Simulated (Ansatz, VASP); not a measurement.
**BaTiO3: VASP beside Ansatz**

The input INCAR:

```
SYSTEM = BaTiO3
PREC = Accurate
ENCUT = 520
EDIFF = 1E-6
ISMEAR = 0
SIGMA = 0.05
LREAL = .False.
LASPH = .True.
NELM = 150
ALGO = Normal
ISIF = 2
LWAVE = .False.
LCHARG = .False.
LMAXMIX = 4
LDAU = .True.
LDAUTYPE = 2
LDAUL = -1 2 -1
LDAUU = 0 4 0
LDAUJ = 0 0 0
LDAUPRINT = 1
GGA = PE
NBANDS = 28
```

File KPOINTS:

```
regular mesh
0
Gamma
  6 6 6
  0 0 0
```

File POSCAR:

```
BaTiO3
1.0
    4.0082194746      0.0000000000      0.0000000000
    0.0000000000      2.9738463236      2.8859183788
    0.0000000000     -2.9738463236      2.8859183788
Ba Ti O
1 1 3
Direct
    0.0000000000      0.0080771845      0.0080771845
    0.5000000000      0.5197092871      0.5197092871
    0.0000000000      0.4916268390      0.4916268390
    0.5000000000      0.4938075372      0.9829991522
    0.5000000000      0.9829991522      0.4938075372
```

Input for Ansatz:

```yaml
crystal:
  lattice:
    - [4.0082194746, 0.0, 0.0]
    - [0.0, 2.9738463236, 2.8859183788]
    - [0.0, -2.9738463236, 2.8859183788]
  atoms:
    - { symbol: Ba, position: [0.0, 0.0080771845, 0.0080771845] }
    - { symbol: Ti, position: [0.5, 0.5197092871, 0.5197092871] }
    - { symbol: O, position: [0.0, 0.491626839, 0.491626839] }
    - { symbol: O, position: [0.5, 0.4938075372, 0.9829991522] }
    - { symbol: O, position: [0.5, 0.9829991522, 0.4938075372] }
basis:
  ecutwfc: 420
kpoints:
  mp_grid: { grid: [6, 6, 6] }
hamiltonian:
  xc: pbe
  hubbard: { sites: [{ species: Ti, l: d, u_eff: 4.0 }] }
scf:
  occupations: { method: gaussian, width: 0.05 }
output:
  forces: true
  stress: true
  eigenvalues: true
```

Change from the starting cell: strain +0.0350 x Voigt [0, 1, 0, 0, 0, 0], atoms carried along.

Alike in both runs: task single point; functional PBE; k mesh 6 × 6 × 6; occupations gaussian, width 0.05 eV; no spin polarisation; Hubbard terms Ti d U = 4.0 eV.

|  | VASP | Ansatz |
| --- | --- | --- |
| version | VASP 6.6.1 | Ansatz 0.2.0 |
| potentials or method | VASP PAW PBE potentials, release 64 (Ba_sv, Ti_sv, O), cutoff 520 eV | scalar-relativistic, plane waves, PAW |
| valence electrons in the cell | 40 | 40 |

```csv
,VASP,Ansatz,Ansatz less VASP
gap on the k mesh at the Fermi level (eV),2.41,2.41,-0.005
least direct gap on the mesh (eV),2.88,2.86,-0.020
pressure (GPa),-1.9,-5.0,-3.07
"traceless stress, the component that is largest in VASP (GPa)",-4.49,-4.57,-0.074
rms of the force components (eV/Å),0.057,0.157,+0.1004
```

The programs project onto different local orbitals, so the same U acts differently, and such runs can settle in different states. Atom by atom the forces differ by 0.191 eV/Å (rms over components).

Neither program's run includes spin-orbit coupling.
